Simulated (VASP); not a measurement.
# AlFe (Pm-3m) in VASP: a series of runs, part 2 of 2

VASP 6.6.1.

## Step 6: Single point, LDA, collinear spin, ferromagnetic start

This run uses another cell than the first one, of 13.06 Å³/atom, 1.082 times its volume.

The input, INCAR:

```
  ALGO = Normal
  EDIFF = 1E-7
  ENCUT = 520
  GGA = CA
  ISIF = 2
  ISMEAR = -1
  ISPIN = 2
  LASPH = T
  LCHARG = F
  LMAXMIX = 4
  LORBIT = 11
  LREAL = F
  LWAVE = F
  MAGMOM = 3 0
  NBANDS = 16
  NELM = 150
  PREC = Accurate
  SIGMA = 0.05
```

The input, KPOINTS:

```
k-points
0
Gamma
  9 9 9
```

The input, POSCAR:

```
AlFe
1.0
    2.9670733132      0.0000000000      0.0000000000
    0.0000000000      2.9670733132      0.0000000000
    0.0000000000      0.0000000000      2.9670733132
Fe Al
1 1
Direct
    0.5000000000      0.5000000000      0.5000000000
    0.0000000000      0.0000000000      0.0000000000
```

Potentials or basis: VASP PAW LDA potentials, release 64 (Fe, Al).

Launch:

```bash
cat potpaw_LDA.64/Fe/POTCAR potpaw_LDA.64/Al/POTCAR > POTCAR
mpirun -np 1 vasp_std > vasp.out
```

OUTCAR:

```text
EDIFF = 1E-7
   ENCUT = 520
   GGA = CA
   ISIF = 2
   ISMEAR = -1
   ISPIN = 2
   LASPH = T
   LORBIT = 11
   LREAL = F
   NELM = 150
   PREC = Accurate

 ion  position               nearest neighbor table
   1  0.500  0.500  0.500-   2 2.57   2 2.57   2 2.57   2 2.57   2 2.57   2 2.57   2 2.57   2 2.57

   2  0.000  0.000  0.000-   1 2.57   1 2.57   1 2.57   1 2.57   1 2.57   1 2.57   1 2.57   1 2.57

  LATTYP: Found a simple cubic cell.
 ALAT       =     2.9670733132

  Lattice vectors:

 A1 = (   2.9670733132,   0.0000000000,   0.0000000000)
 A2 = (   0.0000000000,   2.9670733132,   0.0000000000)
 A3 = (   0.0000000000,   0.0000000000,   2.9670733132)

Analysis of symmetry for initial positions (statically):
=====================================================================
 Subroutine PRICEL returns:
 Original cell was already a primitive cell.

 Routine SETGRP: Setting up the symmetry group for a
 simple cubic supercell.

 Subroutine GETGRP returns: Found 48 space group operations
 (whereof 48 operations were pure point group operations)
 out of a pool of 48 trial point group operations.

The static configuration has the point symmetry O_h .

Analysis of symmetry for dynamics (positions and initial velocities):
=====================================================================
 Subroutine PRICEL returns:
 Original cell was already a primitive cell.

 Routine SETGRP: Setting up the symmetry group for a
 simple cubic supercell.

 Subroutine GETGRP returns: Found 48 space group operations
 (whereof 48 operations were pure point group operations)
 out of a pool of 48 trial point group operations.

The dynamic configuration has the point symmetry O_h .

Analysis of structural, dynamic, and magnetic symmetry:
=====================================================================
 Subroutine PRICEL returns:
 Original cell was already a primitive cell.

 Routine SETGRP: Setting up the symmetry group for a
 simple cubic supercell.

[... 144 lines left out ...]
 Free energy of the ion-electron system (eV)
  ---------------------------------------------------
  ext. energy  EPLUGINS =         0.00000000
  ---------------------------------------------------
  free energy    TOTEN  =       -14.02551805 eV

  energy without entropy =      -14.00419515  energy(sigma->0) =      -14.01485660

 E-fermi :   6.8277     XC(G=0): -11.9265

 val. band max:        6.8128434031   @ k =   0.4444   0.4444   0.1111
 cond. band min:       6.8285876090   @ k =   0.4444   0.2222   0.1111
 fundamental gap:      0.0157442059
 Fermi energy:         6.8277211068

 spin component 1

 k-point     1 :       0.0000    0.0000    0.0000
  band No.  band energies     occupation
      1      -2.9845      1.00000
      2       4.6224      1.00000
      3       4.6224      1.00000
      4       6.5390      0.99690
      5       6.5390      0.99690
      6       6.5390      0.99690
[... 435 lines left out ...]
      5       6.0953      1.00000
      6       6.2145      1.00000
[... 8 lines left out ...]
     15      26.1163      0.00000
     16      27.1254      0.00000

 [... further k-points ...]

 spin component 2

 k-point     1 :       0.0000    0.0000    0.0000
  band No.  band energies     occupation
      1      -2.9617      1.00000
      2       4.9817      1.00000
      3       4.9817      1.00000
      4       7.2058      0.00052
      5       7.2058      0.00052
      6       7.2058      0.00052
[... 435 lines left out ...]
      5       6.6650      0.96284
      6       6.7346      0.86552
[... 8 lines left out ...]
     15      26.2397      0.00000
     16      27.1501      0.00000

 [... further k-points ...]
[... 5 lines left out ...]
  --------------------------------------------------------------------------------------
  -------------------------------------------------------------------------------------
  Total       -3.7220845     -3.7220845     -3.7220845      0.0000000      0.0000000     -0.0000000
  in kB     -228.3031886   -228.3031886   -228.3031886      0.0000000      0.0000000     -0.0000000
  external PRESSURE =    -228.3031886 kB  Pullay stress =       0.0000000 kB

 VOLUME and BASIS-vectors are now :
 -----------------------------------------------------------------------------
  energy-cutoff  :      520.00
  volume of cell :       26.12
      direct lattice vectors                 reciprocal lattice vectors
     2.967073313  0.000000000  0.000000000     0.337032454  0.000000000  0.000000000
     0.000000000  2.967073313  0.000000000     0.000000000  0.337032454  0.000000000
     0.000000000  0.000000000  2.967073313     0.000000000  0.000000000  0.337032454

 POSITION                                       TOTAL-FORCE (eV/Angst)
 -----------------------------------------------------------------------------------
      1.48354      1.48354      1.48354         0.000000      0.000000      0.000000
      0.00000      0.00000      0.00000         0.000000      0.000000      0.000000
 -----------------------------------------------------------------------------------
    total drift:                                0.000000     -0.000000     -0.000000

  FREE ENERGIE OF THE ION-ELECTRON SYSTEM (eV)
  ---------------------------------------------------
  free  energy   TOTEN  =       -14.0255180509 eV

  energy  without entropy=      -14.0041951488  energy(sigma->0) =      -14.01485660

 total charge

# of ion       s       p       d       tot
------------------------------------------
    1        0.400   0.428   6.438   7.266
    2        0.396   0.400   0.000   0.796
--------------------------------------------------
tot          0.796   0.828   6.438   8.062

 magnetization (x)

# of ion       s       p       d       tot
------------------------------------------
    1       -0.003   0.001   0.682   0.681
    2       -0.006  -0.013   0.000  -0.020
--------------------------------------------------
tot         -0.009  -0.012   0.682   0.661
```

stdout:

```text
POSCAR found type information on POSCAR FeAl
 POSCAR found :  2 types and       2 ions
 scaLAPACK will be used
 LDA part: xc-table for (Slater(with rela. corr.)+CA(PZ))
 , standard interpolation
 POSCAR, INCAR and KPOINTS ok, starting setup
 FFT: planning ... GRIDC
 FFT: planning ... GRID_SOFT
 FFT: planning ... GRID
 WAVECAR not read
 entering main loop
```

It took 18 s on 1 thread of Intel Xeon 6975P-C, shared host; peak memory 0.15 GiB.

What came out:

```
Free energy                                           : -14.0255 eV
Pressure                                              : -22.8 GPa
Net moment                                            : 0.64 μB per cell
Site moments                                          : Fe +0.68; Al -0.02 μB
Valence electrons inside the program's atomic spheres : Fe 7.27; Al 0.80
```

Levels at points of the mesh, in eV from the Fermi level:
Spin up:
| k point | band 4 | band 5 | band 6 | band 7 | band 8 | band 9 |
| --- | --- | --- | --- | --- | --- | --- |
| (0.00, 0.00, 0.00) | -0.29 | -0.29 | -0.29 | 5.81 | 5.81 | 5.81 |
Spin down:
```csv
k point,band 1,band 2,band 3,band 4,band 5,band 6,band 7,band 8,band 9,band 10
"(0.00, 0.00, 0.00)",-9.79,-1.85,-1.85,0.38,0.38,0.38,5.84,5.84,5.84,9.03
```

## Step 7: The runs side by side

```tsv
level	potentials or basis	cell	gap on the mesh (eV)	pressure (GPa)	moment (μB)
PBE	VASP PAW PBE potentials, release 64 (Fe, Al)	a = 2.890 Å, 2 atoms	none	-2.9	0.64
LDA	VASP PAW LDA potentials, release 64 (Fe, Al)	a = 2.910 Å, 2 atoms	none	-16.2	0.58
LDA	VASP PAW LDA potentials, release 64 (Fe, Al)	a = 2.929 Å, 2 atoms	none	-18.7	0.61
LDA	VASP PAW LDA potentials, release 64 (Fe, Al)	a = 2.948 Å, 2 atoms	none	-20.9	0.62
LDA	VASP PAW LDA potentials, release 64 (Fe, Al)	a = 2.967 Å, 2 atoms	none	-22.8	0.64
```

Alike in all rows: task single point; spin collinear, ferromagnetic start; k mesh 9 × 9 × 9; cutoff (eV) 520; smearing fermi-dirac 0.05 eV.

Absolute energies hang on the potentials; compare differences alone.
